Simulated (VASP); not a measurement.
# InSb3 (R-3m) in VASP: a series of runs

InSb3 is run at these levels: PBE; tasks: single point.

Everything below comes from runs of VASP 6.6.1. Logs are shortened: lines on timing, memory, paths and dates and some standing lists are left out, and cuts for length are marked.

## (1) The cell of the first run

The structure is trigonal, space group R-3m (No. 166). Conventional cell: a = 6.910 Å, b = 6.910 Å, c = 7.587 Å, α = 90.00°, β = 90.00°, γ = 120.00°. Within 4.2 Å of In (site symmetry -3m) lie 12 Sb at 3.22 to 3.45 Å. Sb (site symmetry 2/m) has 8 Sb at 3.22 to 3.45 Å and 4 In at 3.22 to 3.45 Å within 4.2 Å.

## (2) Single point, PBE

Contents of INCAR:

```
PREC     = Accurate       # precision mode
ENCUT    = 520            # plane-wave cutoff, eV
EDIFF    = 1E-6           # SCF threshold, eV
ISMEAR   = 0              # smearing method
SIGMA    = 0.15           # smearing width, eV
LREAL    = F              # projectors in reciprocal space
LASPH    = T              # aspherical terms in the spheres
NELM     = 100            # most SCF steps
ALGO     = Normal         # electronic algorithm
ISIF     = 2              # what is computed and relaxed
LWAVE    = F              # write WAVECAR
LCHARG   = F              # write CHGCAR
GGA      = PE             # functional
NBANDS   = 22             # bands
```

Contents of KPOINTS:

```
regular mesh
0
Gamma
  8 8 8
```

Contents of POSCAR:

```
InSb3
1.0
    4.7175854470     -0.1684851945     -0.1684851945
   -0.1684851945      4.7175854470     -0.1684851945
   -0.1684851945     -0.1684851945      4.7175854470
In Sb
1 3
Direct
    0.0000000000      0.0000000000      0.0000000000
    0.5000000000      0.0000000000      0.5000000000
    0.0000000000      0.5000000000      0.5000000000
    0.5000000000      0.5000000000      0.0000000000
```

Potentials or basis: VASP PAW PBE potentials, release 64 (In_d, Sb).

Command:

```bash
cat potpaw_PBE.64/In_d/POTCAR potpaw_PBE.64/Sb/POTCAR > POTCAR
mpirun -np 1 vasp_std > vasp.out
```

OUTCAR:

```text
PREC = Accurate
   ENCUT = 520
   EDIFF = 1E-6
   ISMEAR = 0
   LREAL = F
   LASPH = T
   NELM = 100
   ISIF = 2
   GGA = PE

 ion  position               nearest neighbor table
   1  0.000  0.000  0.000-   2 3.22   3 3.22   4 3.22   3 3.22   2 3.22   4 3.22   4 3.45   2 3.45
                             2 3.45   4 3.45   3 3.45   3 3.45
   2  0.500  0.000  0.500-   1 3.22   3 3.22   4 3.22   4 3.22   1 3.22   3 3.22   4 3.45   1 3.45
                             1 3.45   3 3.45   4 3.45   3 3.45
   3  0.000  0.500  0.500-   1 3.22   2 3.22   4 3.22   1 3.22   4 3.22   2 3.22   2 3.45   1 3.45
                             2 3.45   4 3.45   4 3.45   1 3.45
   4  0.500  0.500  0.000-   1 3.22   2 3.22   3 3.22   2 3.22   3 3.22   1 3.22   2 3.45   2 3.45
                             1 3.45   3 3.45   3 3.45   1 3.45

  LATTYP: Found a trigonal (rhomboedric) cell.
 ALAT       =     4.7235989427
 COS(alpha) =    -0.0699745547

  Lattice vectors:

 A1 = (   4.7175854470,  -0.1684851945,  -0.1684851945)
 A2 = (  -0.1684851945,   4.7175854470,  -0.1684851945)
 A3 = (  -0.1684851945,  -0.1684851945,   4.7175854470)

Analysis of symmetry for initial positions (statically):
=====================================================================
 Subroutine PRICEL returns:
 Original cell was already a primitive cell.

 Routine SETGRP: Setting up the symmetry group for a
 trigonal (rhombohedral) supercell.

 Subroutine GETGRP returns: Found 12 space group operations
 (whereof 12 operations were pure point group operations)
 out of a pool of 12 trial point group operations.

The static configuration has the point symmetry D_3d.

Analysis of symmetry for dynamics (positions and initial velocities):
=====================================================================
 Subroutine PRICEL returns:
 Original cell was already a primitive cell.

 Routine SETGRP: Setting up the symmetry group for a
 trigonal (rhombohedral) supercell.

 Subroutine GETGRP returns: Found 12 space group operations
 (whereof 12 operations were pure point group operations)
 out of a pool of 12 trial point group operations.

The dynamic configuration has the point symmetry D_3d.

 Subroutine INISYM returns: Found 12 space group operations
 (whereof 12 operations are pure point group operations),
 and found     1 'primitive' translations

----------------------------------------------------------------------------------------

                                     Primitive cell

  volume of cell :     104.5814

  direct lattice vectors                    reciprocal lattice vectors
     4.717585447 -0.168485194 -0.168485194     0.212535105  0.007871671  0.007871671
    -0.168485194  4.717585447 -0.168485194     0.007871671  0.212535105  0.007871671
    -0.168485194 -0.168485194  4.717585447     0.007871671  0.007871671  0.212535105

  length of vectors
     4.723598943  4.723598943  4.723598943     0.212826449  0.212826449  0.212826449

  position of ions in fractional coordinates (direct lattice)
     0.000000000  0.000000000  0.000000000
     0.500000000  0.000000000  0.500000000
     0.000000000  0.500000000  0.500000000
     0.500000000  0.500000000  0.000000000

  ion indices of the primitive-cell ions
   primitive index   ion index
                 1           1
                 2           2
                 3           3
                 4           4

----------------------------------------------------------------------------------------

 KPOINTS: regular mesh

Automatic generation of k-mesh.
 Grid dimensions read from file:
 generate k-points for:    8    8    8

 Generating k-lattice:

  Cartesian coordinates                     Fractional coordinates (reciprocal lattice)
     0.026566888  0.000983959  0.000983959     0.125000000  0.000000000  0.000000000
     0.000983959  0.026566888  0.000983959     0.000000000  0.125000000  0.000000000
     0.000983959  0.000983959  0.026566888     0.000000000  0.000000000  0.125000000

  Length of vectors
     0.026603306  0.026603306  0.026603306

[... 51 lines left out ...]
  band No.  band energies     occupation
      1      -6.0314      2.00000
      2      -6.0314      2.00000
      3      -6.0059      2.00000
      4      -6.0059      2.00000
      5      -6.0002      2.00000
      6      -4.0464      2.00000
[... 14 lines left out ...]
     21      12.9110      0.00000
     22      14.4725      0.00000

 k-point     2 :       0.1250    0.0000    0.0000
  band No.  band energies     occupation
      1      -6.0308      2.00000
      2      -6.0297      2.00000
      3      -6.0076      2.00000
      4      -6.0057      2.00000
      5      -6.0012      2.00000
      6      -3.9451      2.00000
[... 14 lines left out ...]
     21      13.5088      0.00000
     22      14.4608      0.00000

 k-point     3 :       0.2500    0.0000    0.0000
  band No.  band energies     occupation
      1      -6.0300      2.00000
      2      -6.0269      2.00000
      3      -6.0110      2.00000
      4      -6.0059      2.00000
      5      -6.0017      2.00000
      6      -3.6450      2.00000
[... 14 lines left out ...]
     21      13.7248      0.00000
     22      14.6583      0.00000

 k-point     4 :       0.3750    0.0000    0.0000
  band No.  band energies     occupation
      1      -6.0305      2.00000
      2      -6.0263      2.00000
      3      -6.0130      2.00000
      4      -6.0069      2.00000
      5      -5.9995      2.00000
      6      -3.1720      2.00000
[... 14 lines left out ...]
     21      13.7156      0.00000
     22      14.0865      0.00000

 k-point     5 :       0.5000    0.0000    0.0000
  band No.  band energies     occupation
      1      -6.0313      2.00000
      2      -6.0267      2.00000
      3      -6.0134      2.00000
      4      -6.0072      2.00000
      5      -5.9981      2.00000
      6      -2.7771      2.00000
[... 417 lines left out ...]
 k-point    22 :       0.1250    0.1250    0.1250
  band No.  band energies     occupation
      1      -6.0269      2.00000
      2      -6.0269      2.00000
      3      -6.0083      2.00000
      4      -6.0083      2.00000
      5      -6.0034      2.00000
      6      -3.6925      2.00000
[... 14 lines left out ...]
     21      13.2170      0.00000
     22      14.4000      0.00000

 k-point    23 :       0.2500    0.1250    0.1250
  band No.  band energies     occupation
      1      -6.0270      2.00000
      2      -6.0248      2.00000
      3      -6.0112      2.00000
      4      -6.0077      2.00000
      5      -6.0046      2.00000
      6      -3.3583      2.00000
[... 14 lines left out ...]
     21      13.6185      0.00000
     22      13.9299      0.00000

 k-point    24 :       0.3750    0.1250    0.1250
  band No.  band energies     occupation
      1      -6.0307      2.00000
      2      -6.0267      2.00000
      3      -6.0114      2.00000
      4      -6.0092      2.00000
      5      -6.0005      2.00000
      6      -2.8592      2.00000
[... 14 lines left out ...]
     21      13.3341      0.00000
     22      14.3859      0.00000

 [... further k-points ...]
[... 5 lines left out ...]
  --------------------------------------------------------------------------------------
  -------------------------------------------------------------------------------------
  Total        2.7242737      2.7242737      2.7242737      0.6548395      0.6548395      0.6548395
  in kB       41.7356074     41.7356074     41.7356074     10.0320770     10.0320770     10.0320770
  external PRESSURE =      41.7356074 kB  Pullay stress =       0.0000000 kB

 VOLUME and BASIS-vectors are now :
 -----------------------------------------------------------------------------
  energy-cutoff  :      520.00
  volume of cell :      104.58
      direct lattice vectors                 reciprocal lattice vectors
     4.717585447 -0.168485194 -0.168485194     0.212535105  0.007871671  0.007871671
    -0.168485194  4.717585447 -0.168485194     0.007871671  0.212535105  0.007871671
    -0.168485194 -0.168485194  4.717585447     0.007871671  0.007871671  0.212535105

 POSITION                                       TOTAL-FORCE (eV/Angst)
 -----------------------------------------------------------------------------------
      0.00000      0.00000      0.00000         0.000000     -0.000000      0.000000
      2.27455     -0.16849      2.27455        -0.000000      0.000000     -0.000000
     -0.16849      2.27455      2.27455         0.000000     -0.000000      0.000000
      2.27455      2.27455     -0.16849         0.000000     -0.000000      0.000000
 -----------------------------------------------------------------------------------
    total drift:                               -0.000000     -0.000000     -0.000000

  FREE ENERGIE OF THE ION-ELECTRON SYSTEM (eV)
  ---------------------------------------------------
  free  energy   TOTEN  =       -14.0917243876 eV

  energy  without entropy=      -14.0639791998  energy(sigma->0) =      -14.07785179
```

It took 1.9 min on 1 thread of Intel Xeon 8259CL, shared host; peak memory 0.3 GiB.

Results:

```yaml
Free_energy: -14.0917 eV
Pressure: 4.2 GPa
Band_gap_on_the_k_mesh: zero (bands 14 and 15 overlap by 4.22 eV)
```

Levels at points of the mesh, in eV from the Fermi level:
| k point | band 10 | band 11 | band 12 | band 13 | band 14 | band 15 | band 16 | band 17 | band 18 | band 19 |
| --- | --- | --- | --- | --- | --- | --- | --- | --- | --- | --- |
| (0.00, 0.00, 0.00) | -4.65 | -4.36 | -3.54 | -0.38 | 0.40 | 0.40 | 2.11 | 2.11 | 2.79 | 4.27 |
| (0.50, 0.00, 0.00) | -3.40 | -2.48 | -2.42 | -1.88 | -1.12 | -0.87 | 1.54 | 2.28 | 2.60 | 3.12 |
| (0.50, 0.50, 0.00) | -2.63 | -2.03 | -1.58 | -1.40 | -1.17 | -1.17 | 0.25 | 1.27 | 3.11 | 4.32 |
| (0.50, 0.50, 0.50) | -5.41 | -5.41 | -5.00 | -4.75 | 3.06 | 3.06 | 4.04 | 4.48 | 4.48 | 6.50 |

Caveat: the cell stands under pressure; spin-orbit coupling is left out, which moves the levels of the heavy elements.

## (3) Single point, PBE

Contents of INCAR:

```
SYSTEM = InSb3
PREC     = Accurate       ! precision mode
ENCUT    = 520            ! plane-wave cutoff, eV
EDIFF    = 1E-6           ! SCF threshold, eV
ISMEAR   = 0              ! smearing method
SIGMA    = 0.15           ! smearing width, eV
LREAL    = .FALSE.        ! projectors in reciprocal space
LASPH    = .TRUE.         ! aspherical terms in the spheres
NELM     = 60             ! most SCF steps
ALGO     = Normal         ! electronic algorithm
ISIF     = 2              ! what is computed and relaxed
LWAVE    = .FALSE.        ! write WAVECAR
LCHARG   = .FALSE.        ! write CHGCAR
GGA      = PE             ! functional
NBANDS   = 22             ! bands
```

Contents of KPOINTS:

```
Automatic mesh
0
G
  8 8 8
  0 0 0
```

Contents of POSCAR:

```
InSb3
1.0
    4.7175854470      0.1684851945      0.1684851945
    0.1684851945      4.7175854470      0.1684851945
    0.1684851945      0.1684851945      4.7175854470
In Sb
1 3
Direct
    0.0000000000      0.0000000000      0.0000000000
    0.5000000000      0.0000000000      0.5000000000
    0.0000000000      0.5000000000      0.5000000000
    0.5000000000      0.5000000000      0.0000000000
```

Potentials or basis: VASP PAW PBE potentials, release 64 (In_d, Sb).

Command:

```bash
cat potpaw_PBE.64/In_d/POTCAR potpaw_PBE.64/Sb/POTCAR > POTCAR
mpirun -np 1 vasp_std > vasp.out
```

Run time: 94 s. Hardware: 1 thread of Intel Xeon 8259CL, shared host; peak memory 0.3 GiB.

The run converged. Its results:

```yaml
Free_energy: -14.0665 eV
Pressure: 4.3 GPa
Band_gap_on_the_k_mesh: zero (bands 14 and 15 overlap by 4.08 eV)
```

Stress tensor (GPa, compression positive):
```
 4.33 -1.57 -1.57
-1.57  4.33 -1.57
-1.57 -1.57  4.33
```

Levels at points of the mesh, in eV from the Fermi level:
```csv
k point,band 12,band 13,band 14,band 15,band 16,band 17
"(0.00, 0.00, 0.00)",-3.51,-0.01,-0.01,1.16,1.42,2.52
"(0.50, 0.00, 0.00)",-2.34,-1.97,-1.11,-0.85,1.43,2.42
"(0.50, 0.50, 0.00)",-1.59,-1.43,-1.06,-0.88,0.06,1.21
"(0.50, 0.50, 0.50)",-5.17,-4.76,3.20,3.20,3.95,4.48
```

Caveat: the cell stands under pressure; spin-orbit coupling is left out, which moves the levels of the heavy elements.

## (4) Single point, PBE

This run uses another cell than the first one, of 26.20 Å³/atom.

Contents of INCAR:

```
PREC = Accurate
ENCUT = 520
EDIFF = 1E-6
ISMEAR = 0
SIGMA = 0.15
LREAL = False
LASPH = True
NELM = 100
ALGO = Normal
ISIF = 2
LWAVE = False
LCHARG = False
GGA = PE
NBANDS = 22
```

Contents of KPOINTS:

```
regular mesh
0
Gamma
  8 8 8
```

Contents of POSCAR:

```
InSb3
1.0
    4.7175854470      0.1124036941      0.1124036941
    0.1124036941      4.7175854470      0.1124036941
    0.1124036941      0.1124036941      4.7175854470
In Sb
1 3
Direct
    0.0000000000      0.0000000000      0.0000000000
    0.5000000000      0.0000000000      0.5000000000
    0.0000000000      0.5000000000      0.5000000000
    0.5000000000      0.5000000000      0.0000000000
```

Command:

```bash
cat potpaw_PBE.64/In_d/POTCAR potpaw_PBE.64/Sb/POTCAR > POTCAR
mpirun -np 1 vasp_std > vasp.out
```

Run time: 1.8 min. Hardware: 1 thread of Intel Xeon 8259CL, shared host; peak memory 0.3 GiB.

The run converged. Its results:

| Quantity | Value |
| --- | --- |
| Free energy | -14.1330 eV |
| Pressure | 3.9 GPa |
| Band gap on the k mesh | zero (bands 14 and 15 overlap by 4.38 eV) |

Stress tensor (GPa, compression positive):
```
 3.86 -1.13 -1.13
-1.13  3.86 -1.13
-1.13 -1.13  3.86
```

Levels at points of the mesh, in eV from the Fermi level:
| k point | band 11 | band 12 | band 13 | band 14 | band 15 | band 16 | band 17 | band 18 |
| --- | --- | --- | --- | --- | --- | --- | --- | --- |
| (0.00, 0.00, 0.00) | -4.45 | -3.52 | 0.16 | 0.16 | 1.12 | 1.36 | 2.26 | 2.26 |
| (0.50, 0.00, 0.00) | -2.79 | -2.32 | -2.05 | -1.13 | -0.88 | 1.75 | 2.39 | 2.64 |
| (0.50, 0.50, 0.00) | -1.83 | -1.60 | -1.35 | -1.19 | -0.96 | -0.12 | 1.12 | 3.32 |
| (0.50, 0.50, 0.50) | -5.18 | -5.18 | -4.81 | 3.41 | 3.41 | 3.92 | 4.29 | 4.29 |

Caveat: the cell stands under pressure; spin-orbit coupling is left out, which moves the levels of the heavy elements.

## (5) Single point, PBE

This run uses another cell than the first one, of 26.20 Å³/atom.

Contents of INCAR:

```
SYSTEM = InSb3
PREC = Accurate
ENCUT = 520
EDIFF = 1E-6
ISMEAR = 0
SIGMA = 0.15
LREAL = .FALSE.
LASPH = .TRUE.
NELM = 100
ALGO = Normal
ISIF = 2
LWAVE = .FALSE.
LCHARG = .FALSE.
GGA = PE
NBANDS = 22
```

Contents of KPOINTS:

```
regular mesh
0
G
  8 8 8
  0 0 0
```

Contents of POSCAR:

```
InSb3
1.0
    4.7175854470     -0.1124036941     -0.1124036941
   -0.1124036941      4.7175854470     -0.1124036941
   -0.1124036941     -0.1124036941      4.7175854470
In Sb
1 3
Direct
    0.0000000000      0.0000000000      0.0000000000
    0.5000000000      0.0000000000      0.5000000000
    0.0000000000      0.5000000000      0.5000000000
    0.5000000000      0.5000000000      0.0000000000
```

Command:

```bash
cat potpaw_PBE.64/In_d/POTCAR potpaw_PBE.64/Sb/POTCAR > POTCAR
mpirun -np 1 vasp_std > vasp.out
```

Run time: 1.7 min. Hardware: 1 thread of Intel Xeon 8259CL, shared host; peak memory 0.3 GiB.

Results (log left out):

* Free energy: -14.1409 eV
* Pressure: 3.8 GPa
* Band gap on the k mesh: zero (bands 14 and 15 overlap by 4.46 eV)

Stress tensor (GPa, compression positive):
```
3.77 0.78 0.78
0.78 3.77 0.78
0.78 0.78 3.77
```

Levels at points of the mesh, in eV from the Fermi level:
| k point | band 12 | band 13 | band 14 | band 15 | band 16 | band 17 |
| --- | --- | --- | --- | --- | --- | --- |
| (0.00, 0.00, 0.00) | -3.56 | -0.10 | 0.54 | 0.54 | 1.85 | 1.85 |
| (0.50, 0.00, 0.00) | -2.41 | -2.03 | -1.17 | -0.91 | 1.79 | 2.28 |
| (0.50, 0.50, 0.00) | -1.61 | -1.33 | -1.26 | -1.14 | -0.07 | 1.10 |
| (0.50, 0.50, 0.50) | -5.11 | -4.84 | 3.32 | 3.32 | 3.96 | 4.27 |

Caveat: the cell stands under pressure; spin-orbit coupling is left out, which moves the levels of the heavy elements.

## (6) Single point, PBE

This run uses another cell than the first one, of 26.96 Å³/atom.

Contents of INCAR:

```
ALGO = Normal ; EDIFF = 1E-6
ENCUT = 520 ; GGA = PE
ISIF = 2 ; ISMEAR = 0
LASPH = T ; LCHARG = F
LREAL = F ; LWAVE = F
NBANDS = 22 ; NELM = 100
PREC = Accurate ; SIGMA = 0.15
```

Contents of KPOINTS:

```
k-points
0
Gamma
  8 8 8
```

Contents of POSCAR:

```
InSb3
1.0
    4.7657240740     -0.1684851945     -0.1684851945
   -0.1684851945      4.7657240740     -0.1684851945
   -0.1684851945     -0.1684851945      4.7657240740
In Sb
1 3
Direct
    0.0000000000      0.0000000000      0.0000000000
    0.5000000000      0.0000000000      0.5000000000
    0.0000000000      0.5000000000      0.5000000000
    0.5000000000      0.5000000000      0.0000000000
```

Potentials or basis: VASP PAW PBE potentials, release 64 (In_d, Sb).

Command:

```bash
cat potpaw_PBE.64/In_d/POTCAR potpaw_PBE.64/Sb/POTCAR > POTCAR
mpirun -np 1 vasp_std > vasp.out
```

It took 2.2 min on 1 thread of Intel Xeon 8259CL, shared host; peak memory 0.3 GiB.

It converged, with:

* Free energy: -14.1574 eV
* Pressure: 2.2 GPa
* Band gap on the k mesh: zero (bands 14 and 15 overlap by 4.08 eV)

Stress tensor (GPa, compression positive):
```
2.20 0.85 0.85
0.85 2.20 0.85
0.85 0.85 2.20
```

Levels at points of the mesh, in eV from the Fermi level:
```csv
k point,band 10,band 11,band 12,band 13,band 14,band 15,band 16,band 17,band 18,band 19
"(0.00, 0.00, 0.00)",-4.50,-4.22,-3.53,-0.36,0.40,0.40,2.05,2.05,2.72,4.27
"(0.50, 0.00, 0.00)",-3.29,-2.38,-2.37,-1.81,-1.07,-0.81,1.50,2.13,2.49,3.01
"(0.50, 0.50, 0.00)",-2.59,-1.97,-1.56,-1.35,-1.15,-1.14,0.19,1.29,2.99,4.15
"(0.50, 0.50, 0.50)",-5.23,-5.23,-4.83,-4.68,2.94,2.94,3.88,4.30,4.30,6.34
```

Caveat: spin-orbit coupling is left out, which moves the levels of the heavy elements.

## (7) The runs side by side

```csv
cell,gap on the mesh (eV),pressure (GPa)
"a = 4.724 Å, angles 94.0°, 4 atoms",none,4.2
"a = 4.724 Å, angles 85.8°, 4 atoms",none,4.3
"a = 4.720 Å, angles 87.2°, 4 atoms",none,3.9
"a = 4.720 Å, angles 92.7°, 4 atoms",none,3.8
"a = 4.772 Å, angles 94.0°, 4 atoms",none,2.2
```

Alike in all rows: task single point; level PBE; potentials or basis VASP PAW PBE potentials, release 64 (In_d, Sb); no spin polarisation; k mesh 8 × 8 × 8; cutoff (eV) 520; smearing gaussian 0.15 eV.

Caveats: spin-orbit coupling is left out, which moves the levels of the heavy elements; the cell stands under pressure (at least some runs).

Absolute energies hang on the potentials; compare differences alone.
